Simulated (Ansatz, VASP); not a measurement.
**One calculation of AsO, two programs**

Contents of INCAR:

```
SYSTEM = AsO
PREC     = Accurate       ! precision mode
ENCUT    = 520            ! plane-wave cutoff, eV
EDIFF    = 1E-7           ! SCF threshold, eV
ISMEAR   = 0              ! smearing method
SIGMA    = 0.1            ! smearing width, eV
LREAL    = .FALSE.        ! projectors in reciprocal space
LASPH    = .TRUE.         ! aspherical terms in the spheres
NELM     = 60             ! most SCF steps
ALGO     = Normal         ! electronic algorithm
ISIF     = 2              ! what is computed and relaxed
LWAVE    = .FALSE.        ! write WAVECAR
LCHARG   = .FALSE.        ! write CHGCAR
GGA      = PE             ! functional
NBANDS   = 12             ! bands
```

Contents of KPOINTS:

```
Automatic mesh
0
G
  6 6 6
  0 0 0
```

Contents of POSCAR:

```
AsO
1.0
    3.3808453200      0.0000000000      0.0000000000
    0.0000000000      3.3808453200      0.0000000000
    0.0000000000      0.0000000000      3.3808453200
As O
1 1
Direct
    0.0000000000      0.0000000000      0.0000000000
    0.5000000000      0.5000000000      0.5000000000
```

Input for Ansatz:

```yaml
crystal:
  lattice:
    - [3.38084532, 0.0, 0.0]
    - [0.0, 3.38084532, 0.0]
    - [0.0, 0.0, 3.38084532]
  atoms:
    - { symbol: As, position: [0.0, 0.0, 0.0] }
    - { symbol: O, position: [0.5, 0.5, 0.5] }
basis:
  ecutwfc: 420
kpoints:
  mp_grid: { grid: [6, 6, 6] }
hamiltonian:
  xc: pbe
scf:
  occupations: { method: gaussian, width: 0.1 }
  lower_state_search: "off"
output:
  forces: true
  stress: true
  eigenvalues: true
```

Change from the starting cell: species swapped into the ZrIr type (Pm-3m, No. 221).

Alike in both runs: task single point; functional PBE; k mesh 6 × 6 × 6; occupations gaussian, width 0.1 eV; no spin polarisation.

|  | VASP | Ansatz |
| --- | --- | --- |
| version | VASP 6.6.1 | Ansatz 0.2.0 |
| potentials or method | VASP PAW PBE potentials, release 64 (As, O), cutoff 520 eV | scalar-relativistic, plane waves, PAW |
| valence electrons in the cell | 11 | 21 |

```csv
,VASP,Ansatz,Ansatz less VASP
gap on the k mesh at the Fermi level (eV),none,none,-
pressure (GPa),-22.3,-22.2,+0.11
```

A gap of «none» marks a metal or a gap that the smearing closes. VASP's potentials hold 11 valence electrons a cell and Ansatz's 21, so a difference there can come from the potentials and not from the codes.
